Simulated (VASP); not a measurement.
# Zr (Fm-3m) in VASP: notebook, part 2 of 2

VASP 6.6.1. The steps go on from the part before.

**4. Single point, PBEsol (strained)**

Input file INCAR:

```
PREC = Accurate
ENCUT = 520
EDIFF = 1E-7
ISMEAR = 0
SIGMA = 0.1
LREAL = False
LASPH = True
NELM = 60
ALGO = Normal
ISIF = 2
LWAVE = False
LCHARG = False
GGA = PS
NBANDS = 12
```

Input file KPOINTS:

```
regular mesh
0
Gamma
  16 16 16
```

Input file POSCAR:

```
Zr
1.0
    0.0000000000      2.3141035500      2.3141035500
    2.3141035500      0.0000000000      2.3141035500
    2.3141035500      2.3141035500      0.0000000000
Zr
1
Direct
    0.0000000000      0.0000000000      0.0000000000
```

Potentials or basis: VASP PAW PBE potentials, release 64 (Zr_sv).

Run with:

```sh
$ cat potpaw_PBE.64/Zr_sv/POTCAR > POTCAR
$ mpirun -np 1 vasp_std > vasp.out
```

OUTCAR:

```text
PREC = Accurate
   ENCUT = 520
   EDIFF = 1E-7
   ISMEAR = 0
   LREAL = False
   LASPH = True
   NELM = 60
   ISIF = 2
   GGA = PS

 ion  position               nearest neighbor table
   1  0.000  0.000  0.000-

  LATTYP: Found a face centered cubic cell.
 ALAT       =     4.6282071000

  Lattice vectors:

 A1 = (   0.0000000000,   2.3141035500,   2.3141035500)
 A2 = (   2.3141035500,   0.0000000000,   2.3141035500)
 A3 = (   2.3141035500,   2.3141035500,   0.0000000000)

Analysis of symmetry for initial positions (statically):
=====================================================================
 Subroutine PRICEL returns:
 Original cell was already a primitive cell.

 Routine SETGRP: Setting up the symmetry group for a
 face centered cubic supercell.

 Subroutine GETGRP returns: Found 48 space group operations
 (whereof 48 operations were pure point group operations)
 out of a pool of 48 trial point group operations.

The static configuration has the point symmetry O_h .

Analysis of symmetry for dynamics (positions and initial velocities):
=====================================================================
 Subroutine PRICEL returns:
 Original cell was already a primitive cell.

 Routine SETGRP: Setting up the symmetry group for a
 face centered cubic supercell.

 Subroutine GETGRP returns: Found 48 space group operations
 (whereof 48 operations were pure point group operations)
 out of a pool of 48 trial point group operations.

The dynamic configuration has the point symmetry O_h .

 Subroutine INISYM returns: Found 48 space group operations
 (whereof 48 operations are pure point group operations),
 and found     1 'primitive' translations

----------------------------------------------------------------------------------------

                                     Primitive cell

  volume of cell :      24.7844

  direct lattice vectors                    reciprocal lattice vectors
[... 106 lines left out ...]
  volume/ion in A,a.u.               =      24.78       167.25
  Fermi-wavevector in a.u.,A,eV,Ry     =   1.285511  2.429264 22.484151  1.652538
  Thomas-Fermi vector in A             =   2.417641
   LORBIT       =      0    0 simple, 1 ext, 2 COOP (PROOUT), +10 PAW based schemes
   GGA     = PS    functional components
   LHFCALC =     F    Hartree Fock is set to
   AEXX    =    0.0000 exact exchange contribution
   IVDW    =     0    specifies the selected vdW correction
   LEPSILON=     F    determine dielectric tensor
   LRPA    =     F    only Hartree local field effects (RPA)
 non-spin polarized calculation
 Gauss-broadening in eV      SIGMA  =   0.10
  energy-cutoff  :      520.00
  volume of cell :       24.78
 maximum number of plane-waves:       692
   NGX = 13   NGY = 13   NGZ = 13

 number of electron      12.0000000 magnetization

 Free energy of the ion-electron system (eV)
  ---------------------------------------------------
  ext. energy  EPLUGINS =         0.00000000
  ---------------------------------------------------
  free energy    TOTEN  =        -8.97865637 eV

  energy without entropy =       -8.96835693  energy(sigma->0) =       -8.97350665

 E-fermi :   8.0774     XC(G=0): -10.9198

 val. band max:        8.0730396706   @ k =   0.2500   0.0625   0.0000
 cond. band min:       8.0823373642   @ k =  -0.3125   0.0625   0.0000
 fundamental gap:      0.0092976935
 Fermi energy:         8.0774404741

 k-point     1 :       0.0000    0.0000    0.0000
  band No.  band energies     occupation
      1     -40.6551      2.00000
      2     -18.2695      2.00000
      3     -18.2695      2.00000
      4     -18.2695      2.00000
      5       2.6332      2.00000
      6       9.0345      0.00000
      7       9.0345      0.00000
      8       9.0345      0.00000
      9      11.2514      0.00000
     10      11.2514      0.00000
     11      18.4701      0.00000
     12      22.3691      0.00000
[... 331 lines left out ...]
 k-point    24 :      -0.0625    0.0625    0.0000
  band No.  band energies     occupation
      1     -40.6444      2.00000
      2     -18.3458      2.00000
      3     -18.2917      2.00000
      4     -18.2748      2.00000
      5       2.9427      2.00000
      6       8.7539      0.00000
      7       9.1717      0.00000
      8       9.1922      0.00000
      9      10.9972      0.00000
     10      11.2495      0.00000
     11      19.1124      0.00000
     12      21.3579      0.00000

 [... further k-points ...]
[... 5 lines left out ...]
  --------------------------------------------------------------------------------------
  -------------------------------------------------------------------------------------
  Total       -1.3397170     -1.3397170     -1.3397170     -0.0000000      0.0000000      0.0000000
  in kB      -86.6054608    -86.6054608    -86.6054608     -0.0000000      0.0000000      0.0000000
  external PRESSURE =     -86.6054608 kB  Pullay stress =       0.0000000 kB

 VOLUME and BASIS-vectors are now :
 -----------------------------------------------------------------------------
  energy-cutoff  :      520.00
  volume of cell :       24.78
      direct lattice vectors                 reciprocal lattice vectors
     0.000000000  2.314103550  2.314103550    -0.216066390  0.216066390  0.216066390
     2.314103550  0.000000000  2.314103550     0.216066390 -0.216066390  0.216066390
     2.314103550  2.314103550  0.000000000     0.216066390  0.216066390 -0.216066390

 POSITION                                       TOTAL-FORCE (eV/Angst)
 -----------------------------------------------------------------------------------
      0.00000      0.00000      0.00000         0.000000      0.000000      0.000000
 -----------------------------------------------------------------------------------
    total drift:                               -0.000000      0.000000     -0.000000

  FREE ENERGIE OF THE ION-ELECTRON SYSTEM (eV)
  ---------------------------------------------------
  free  energy   TOTEN  =        -8.9786563687 eV

  energy  without entropy=       -8.9683569299  energy(sigma->0) =       -8.97350665
```

OSZICAR:

```text
N       E                     dE             d eps       ncg     rms          rms(c)
DAV:   1     0.871159114014E+02    0.87116E+02   -0.68528E+03  3480   0.987E+02
DAV:   2    -0.624605582120E+01   -0.93362E+02   -0.90683E+02  4016   0.268E+02
DAV:   3    -0.934449829032E+01   -0.30984E+01   -0.30590E+01  5212   0.418E+01
DAV:   4    -0.942543534496E+01   -0.80937E-01   -0.80881E-01  4060   0.620E+00
DAV:   5    -0.942706521521E+01   -0.16299E-02   -0.16298E-02  5104   0.663E-01    0.949E+00
DAV:   6    -0.905188133051E+01    0.37518E+00   -0.46491E-01  3804   0.607E+00    0.360E+00
DAV:   7    -0.897726081837E+01    0.74621E-01   -0.23088E-01  4144   0.403E+00    0.744E-01
DAV:   8    -0.897868591978E+01   -0.14251E-02   -0.12760E-02  4172   0.129E+00    0.123E-01
DAV:   9    -0.897866333042E+01    0.22589E-04   -0.48885E-04  4604   0.205E-01    0.186E-02
DAV:  10    -0.897865757761E+01    0.57528E-05   -0.17590E-05  4172   0.434E-02    0.765E-03
DAV:  11    -0.897865637729E+01    0.12003E-05   -0.82570E-07  4508   0.900E-03    0.121E-03
DAV:  12    -0.897865636867E+01    0.86220E-08   -0.41910E-08  2644   0.176E-03
   1 F= -.89786564E+01 E0= -.89735066E+01  d E =-.102994E-01
```

It took 31 s on 1 thread of Intel Xeon Platinum 8259CL at 2.50GHz (Skylake/Cascade Lake), shared host; peak memory 0.16 GiB.

What came out:

```
Free energy            : -8.9787 eV
Pressure               : -8.7 GPa
Band gap on the k mesh : zero (band 6 reaches 9.03 eV, above the bottom of band 7 at 7.71 eV)
```

Levels at points of the mesh, in eV from the Fermi level:
```csv
k point,band 4,band 5,band 6,band 7,band 8,band 9
"(0.00, 0.00, 0.00)",-26.35,-5.44,0.96,0.96,0.96,3.17
"(0.50, 0.00, 0.00)",-26.45,-2.79,0.79,0.79,0.91,4.82
"(0.50, 0.50, 0.00)",-26.63,-2.74,-1.97,2.67,4.82,5.29
```

Caveat: the cell differs from its parent crystal (strained); the PAW data sets were made with another functional, which shifts forces and pressure a little.

**5. Summary**

```tsv
cell	gap on the mesh (eV)	pressure (GPa)
a = 3.146 Å, angles 60.0°, 1 atom	none	1.0
a = 3.252 Å, angles 60.0°, 1 atom	none	-7.3
a = 3.273 Å, angles 60.0°, 1 atom	none	-8.7
```

Alike in all rows: task single point; level PBEsol; potentials or basis VASP PAW PBE potentials, release 64 (Zr_sv); no spin polarisation; k mesh 16 × 16 × 16; cutoff (eV) 520; smearing gaussian 0.1 eV.

Caveats: the PAW data sets were made with another functional, which shifts forces and pressure a little.

Total energies depend on the potentials used, so only differences within one code and one set of settings carry meaning.
